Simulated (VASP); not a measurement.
Set up this calculation in VASP 6.6.1, as the native input.

```yaml
Task: single point
Functional: PBE
Potentials_or_basis: VASP PAW PBE potentials, release 64 (W_sv, C)
Cutoff: 520 eV
k_mesh: 2 × 2 × 2
Occupations: fermi-dirac, width 0.36 eV
Spin: no spin polarisation
Dipole_correction: no
Further_INCAR_settings: LREAL = Auto; ALGO = Normal; EDIFF = 1e-06; NBANDS = 86
```

The structure of WC lies in POSCAR:

```
WC
1.0
   -2.9165940000     -5.0516900000      0.0000000000
    4.3748920000     -2.5258450000      0.0000000000
    0.0000000000      0.0000000000      5.6788720000
W C
8 8
Direct
    0.7378813394      0.5032582032      0.0023244053
    0.7311915343      0.4216992881      0.4724353710
    0.4698778835     -0.0320595307     -0.0676190624
    0.4674568676     -0.0278905410      0.4529772814
    0.2066499363      0.4357625204     -0.0239836362
    0.2309787263      0.4934455907      0.4932845819
   -0.0328412358      0.0075237168     -0.0208492109
   -0.0588787476     -0.0669331727      0.4711851227
    0.4978657034      0.6786389523      0.1957783165
    0.5197995749      0.6443917522      0.7239641957
    0.2223985480      0.1400368902      0.1950387330
    0.2309414733      0.1275831530      0.7052104714
   -0.0011077037      0.5464293240      0.2503314038
   -0.0144060903      0.6010167299      0.6925318972
    0.7060567325      0.1567080581      0.2092669108
    0.7365553722      0.1506626859      0.7157055133
```

These files were run (other wordings do the same):

INCAR

```
  ALGO = Normal
  EDIFF = 1E-6
  ENCUT = 520
  GGA = PE
  ISIF = 2
  ISMEAR = -1
  LASPH = True
  LCHARG = False
  LREAL = Auto
  LWAVE = False
  NBANDS = 86
  NELM = 60
  PREC = Accurate
  SIGMA = 0.36
```

KPOINTS

```
k-points
0
Gamma
  2 2 2
```

Potentials or basis: VASP PAW PBE potentials, release 64 (W_sv, C).

Command:

```console
$ cat potpaw_PBE.64/W_sv/POTCAR potpaw_PBE.64/C/POTCAR > POTCAR
$ mpirun -np 1 vasp_std > vasp.out
```

Results of the run:

The pressure is 25.5 GPa and the largest force is 7.708 eV/Å. The band gap on the k mesh is zero (band 72 reaches 11.74 eV, above the bottom of band 73 at 11.23 eV).

Caveat: the k points lie up to 0.62 Å⁻¹ apart; spin-orbit coupling is left out, which moves the levels of the heavy elements; forces of over 1 eV/Å act on the atoms, so gaps and moduli don't describe the material at rest.

It took 2.5 min on 1 thread of Intel(R) Xeon(R) Platinum 8488C (Sapphire Rapids) (shared host), peak memory 0.3 GiB.
